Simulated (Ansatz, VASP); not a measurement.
One calculation of Be3Al5, two programs

```
Be Al
1.0
     6.30001    0.00000    0.00000
     0.00000    6.30001    0.00000
     0.00000    0.00000    2.74611
Be Al
3 5
Direct
  0.00000 0.50000 0.00000
  0.50000 0.00000 0.00000
  0.50000 0.50000 0.00000
  0.73246 0.73246 0.50000
  0.26754 0.26754 0.50000
  0.26754 0.73246 0.50000
  0.00000 0.00000 0.00000
  0.73246 0.26754 0.50000
```

Alike in both runs: functional PBE; k mesh 6 × 6 × 12; occupations gaussian, width 0.1 eV; no spin polarisation.

Ansatz relaxed the structure, and its values are those at the end. VASP's run is a single point on that final structure, the one shown.

|  | VASP | Ansatz |
| --- | --- | --- |
| version | VASP 6.6.1 | Ansatz 0.2.0 |
| potentials or method | VASP PAW PBE potentials, release 64 (Be, Al), cutoff 520 eV | scalar-relativistic, plane waves, PAW |
| valence electrons in the cell | 21 | 21 |

```csv
,VASP,Ansatz,Ansatz less VASP
gap on the k mesh at the Fermi level (eV),none,none,-
pressure (GPa),0.0,0.0,0.00
```

A gap of «none» marks a metal or a gap that the smearing closes.
